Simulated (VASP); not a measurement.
# AgI (P6_3mc) in VASP: electric field gradients with LDA

Aim: the electric field gradients of AgI with LDA.

Everything below comes from runs of VASP 6.6.1. Logs are shortened: lines on timing, memory, paths and dates and some standing lists are left out, and cuts for length are marked.

## (1) The cell of the first run

It takes space group P6_3mc (No. 186, hexagonal). The conventional cell has a = 4.580 Å, b = 4.580 Å, c = 7.510 Å, α = 90.00°, β = 90.00°, γ = 120.00°. Within 3.7 Å of Ag (site symmetry 3m) lie 4 I at 2.81 to 2.82 Å. Within 3.7 Å of I (site symmetry 3m) lie 4 Ag at 2.81 to 2.82 Å.

## (2) Electric field gradients, LDA

INCAR

```
SYSTEM = AgI
PREC     = Accurate       ! precision mode
ENCUT    = 400            ! plane-wave cutoff, eV
EDIFF    = 1E-8           ! SCF threshold, eV
ISMEAR   = -1             ! smearing method
SIGMA    = 0.02           ! smearing width, eV
LREAL    = .FALSE.        ! projectors in reciprocal space
LASPH    = .TRUE.         ! aspherical terms in the spheres
NELM     = 120            ! most SCF steps
ALGO     = Normal         ! electronic algorithm
ISIF     = 2              ! what is computed and relaxed
LWAVE    = .FALSE.        ! write WAVECAR
LCHARG   = .FALSE.        ! write CHGCAR
GGA      = CA             ! functional
LEFG     = .TRUE.       
NBANDS   = 26             ! bands
GGA_COMPAT= .FALSE.
```

KPOINTS

```
regular mesh
0
G
  8 8 4
  0 0 0
```

POSCAR

```
AgI
1.0
    4.5800015808      0.0000000000      0.0000000000
   -2.2900007904      3.9663977183      0.0000000000
    0.0000000000      0.0000000000      7.5100000000
Ag I
2 2
Direct
    0.3333333333      0.6666666667      0.0000000000
    0.6666666667      0.3333333333      0.5000000000
    0.3333333333      0.6666666667      0.3750000000
    0.6666666667      0.3333333333      0.8750000000
```

Potentials or basis: VASP PAW LDA potentials, release 64 (Ag, I).

Started as:

```
$ cat potpaw_LDA.64/Ag/POTCAR potpaw_LDA.64/I/POTCAR > POTCAR
$ mpirun -np 1 vasp_std > vasp.out
```

OUTCAR:

```text
SYSTEM = AgI
   PREC = Accurate
   ENCUT = 400
   EDIFF = 1E-8
   ISMEAR = -1
   LREAL = .FALSE.
   LASPH = .TRUE.
   NELM = 120
   ISIF = 2
   GGA = CA

 ion  position               nearest neighbor table
   1  0.333  0.667  0.000-   4 2.81   4 2.81   4 2.81   3 2.82
   2  0.667  0.333  0.500-   3 2.81   3 2.81   3 2.81   4 2.82
   3  0.333  0.667  0.375-   2 2.81   2 2.81   2 2.81   1 2.82
   4  0.667  0.333  0.875-   1 2.81   1 2.81   1 2.81   2 2.82

  LATTYP: Found a hexagonal cell.
 ALAT       =     4.5800015808
 C/A-ratio  =     1.6397374253

  Lattice vectors:

 A1 = (   4.5800015808,   0.0000000000,   0.0000000000)
 A2 = (  -2.2900007904,   3.9663977183,   0.0000000000)
 A3 = (   0.0000000000,   0.0000000000,   7.5100000000)

Analysis of symmetry for initial positions (statically):
=====================================================================
 Subroutine PRICEL returns:
 Original cell was already a primitive cell.

 Routine SETGRP: Setting up the symmetry group for a
 hexagonal supercell.

 Subroutine GETGRP returns: Found 12 space group operations
 (whereof  6 operations were pure point group operations)
 out of a pool of 24 trial point group operations.

The static configuration has the point symmetry C_3v.
 The point group associated with its full space group is C_6v.

Analysis of symmetry for dynamics (positions and initial velocities):
=====================================================================
 Subroutine PRICEL returns:
 Original cell was already a primitive cell.

 Routine SETGRP: Setting up the symmetry group for a
 hexagonal supercell.

 Subroutine GETGRP returns: Found 12 space group operations
 (whereof  6 operations were pure point group operations)
 out of a pool of 24 trial point group operations.

The dynamic configuration has the point symmetry C_3v.
 The point group associated with its full space group is C_6v.

 Subroutine INISYM returns: Found 12 space group operations
 (whereof  6 operations are pure point group operations),
 and found     1 'primitive' translations

----------------------------------------------------------------------------------------

                                     Primitive cell

  volume of cell :     136.4275

[... 138 lines left out ...]
  energy without entropy =      -12.18297721  energy(sigma->0) =      -12.18297721

 E-fermi :   3.3468     XC(G=0):  -8.8672

 val. band max:        2.9578908153   @ k =   0.0000   0.0000   0.0000
 cond. band min:       4.0719630839   @ k =   0.0000   0.0000   0.0000
 fundamental gap:      1.1140722686
 Fermi energy:         3.3468061611

 k-point     1 :       0.0000    0.0000    0.0000
  band No.  band energies     occupation
      1      -9.9290      2.00000
      2      -9.6318      2.00000
      3      -1.3108      2.00000
      4      -1.3108      2.00000
      5      -1.3083      2.00000
      6      -1.2727      2.00000
[... 685 lines left out ...]
     25      10.1869      0.00000
     26      10.1869      0.00000

 [... further k-points ...]

------------------------ aborting loop because EDIFF is reached ----------------------------------------

  FORCE on cell =-STRESS in cart. coord.  units (eV):
  Direction    XX          YY          ZZ          XY          YZ          ZX
  --------------------------------------------------------------------------------------
  -------------------------------------------------------------------------------------
  Total       -1.9530747     -1.9530747     -2.0961013      0.0000000      0.0000000      0.0000000
  in kB      -22.9365248    -22.9365248    -24.6162009      0.0000000      0.0000000      0.0000000
  external PRESSURE =     -23.4964169 kB  Pullay stress =       0.0000000 kB

 VOLUME and BASIS-vectors are now :
 -----------------------------------------------------------------------------
  energy-cutoff  :      400.00
  volume of cell :      136.43
      direct lattice vectors                 reciprocal lattice vectors
     4.580001581  0.000000000  0.000000000     0.218340536  0.126058967  0.000000000
    -2.290000790  3.966397718  0.000000000     0.000000000  0.252117934  0.000000000
     0.000000000  0.000000000  7.510000000     0.000000000  0.000000000  0.133155792

 POSITION                                       TOTAL-FORCE (eV/Angst)
 -----------------------------------------------------------------------------------
     -0.00000      2.64427      0.00000        -0.000000      0.000000      0.008856
      2.29000      1.32213      3.75500         0.000000      0.000000      0.008856
     -0.00000      2.64427      2.81625         0.000000     -0.000000     -0.008856
      2.29000      1.32213      6.57125        -0.000000      0.000000     -0.008856
 -----------------------------------------------------------------------------------
    total drift:                               -0.000000     -0.000000      0.000734

  FREE ENERGIE OF THE ION-ELECTRON SYSTEM (eV)
  ---------------------------------------------------
  free  energy   TOTEN  =       -12.1829772122 eV

  energy  without entropy=      -12.1829772122  energy(sigma->0) =      -12.18297721

 Electric field gradients (V/A^2)
---------------------------------------------------------------------
 ion       V_xx      V_yy      V_zz      V_xy      V_xz      V_yz
---------------------------------------------------------------------
   1      -1.016    -1.019     2.035    -0.002    -0.000     0.000
   2      -1.016    -1.019     2.035    -0.002     0.000    -0.000
   3      -1.984    -1.985     3.969    -0.001    -0.000     0.000
   4      -1.984    -1.985     3.969    -0.001     0.000    -0.000
---------------------------------------------------------------------

 Electric field gradients after diagonalization (V/A^2)
 (convention: |V_zz| > |V_xx| > |V_yy|)
----------------------------------------------------------------------
 ion       V_xx      V_yy      V_zz     asymmetry (V_yy - V_xx)/ V_zz
----------------------------------------------------------------------
   1      -1.020    -1.015     2.035       0.002
   2      -1.020    -1.015     2.035       0.002
   3      -1.985    -1.984     3.969       0.000
   4      -1.985    -1.984     3.969       0.000
----------------------------------------------------------------------

           NMR quadrupolar parameters

 Cq : quadrupolar parameter    Cq=e*Q*V_zz/h
 eta: asymmetry parameters     (V_yy - V_xx)/ V_zz
 Q  : nuclear electric quadrupole moment in mb (millibarn)
----------------------------------------------------------------------
 ion       Cq(MHz)       eta       Q (mb)
----------------------------------------------------------------------
   1       0.005       0.002       1.000
   2       0.005       0.002       1.000
   3       0.010       0.000       1.000
   4       0.010       0.000       1.000
----------------------------------------------------------------------
```

OSZICAR:

```text
N       E                     dE             d eps       ncg     rms          rms(c)
DAV:   1     0.177145612843E+03    0.17715E+03   -0.13515E+04  1560   0.967E+02
DAV:   2    -0.329218692074E+01   -0.18044E+03   -0.17339E+03  1762   0.214E+02
DAV:   3    -0.122285558322E+02   -0.89364E+01   -0.88791E+01  1856   0.472E+01
DAV:   4    -0.123990792680E+02   -0.17052E+00   -0.17043E+00  1958   0.644E+00
DAV:   5    -0.124002009320E+02   -0.11217E-02   -0.11216E-02  1808   0.611E-01    0.760E+00
DAV:   6    -0.121944867308E+02    0.20571E+00   -0.74731E-01  1614   0.910E+00    0.553E+00
DAV:   7    -0.121863816452E+02    0.81051E-02   -0.11176E-01  1618   0.152E+00    0.209E+00
DAV:   8    -0.121830746567E+02    0.33070E-02   -0.62482E-03  1626   0.704E-01    0.272E-01
DAV:   9    -0.121829684535E+02    0.10620E-03   -0.15108E-03  1694   0.365E-01    0.549E-02
DAV:  10    -0.121829716685E+02   -0.32150E-05   -0.48799E-05  1702   0.754E-02    0.287E-02
DAV:  11    -0.121829788342E+02   -0.71657E-05   -0.25433E-05  1682   0.384E-02    0.198E-02
DAV:  12    -0.121829773512E+02    0.14830E-05   -0.14247E-05  1612   0.413E-02    0.701E-03
DAV:  13    -0.121829774251E+02   -0.73963E-07   -0.22804E-06  1640   0.108E-02    0.862E-03
DAV:  14    -0.121829772037E+02    0.22147E-06   -0.50926E-07  1644   0.471E-03    0.193E-03
DAV:  15    -0.121829772122E+02   -0.85697E-08   -0.78014E-08  1718   0.147E-03
   1 F= -.12182977E+02 E0= -.12182977E+02  d E =-.238393E-10
```

Run time: 1.7 min. Hardware: 1 thread of Intel Xeon 8259CL, shared host; peak memory 0.21 GiB.

What came out:

```
Free energy                             : -12.1830 eV
Pressure                                : -2.3 GPa
Largest force                           : 0.009 eV/Å
Band gap on the k mesh                  : 1.11 eV
Largest electric field gradient by atom : Ag +2.0; I +4.0 V/Å²
```

Forces in eV/Å, atoms in the order of the input:
```
Ag   0.000  0.000  0.009
Ag   0.000  0.000  0.009
I    0.000  0.000 -0.009
I    0.000  0.000 -0.009
```

Electric field gradients, principal values (V/Å²):
| atom | least | middle | greatest (by size) |
| --- | --- | --- | --- |
| 1 Ag | -1.015 | -1.020 | 2.035 |
| 2 Ag | -1.015 | -1.020 | 2.035 |
| 3 I | -1.984 | -1.985 | 3.969 |
| 4 I | -1.984 | -1.985 | 3.969 |

Caveat: without QUAD_EFG the Cq values of the log hold for a quadrupole moment of 1 mb, not for the nuclei; spin-orbit coupling is left out, which moves the levels of the heavy elements.
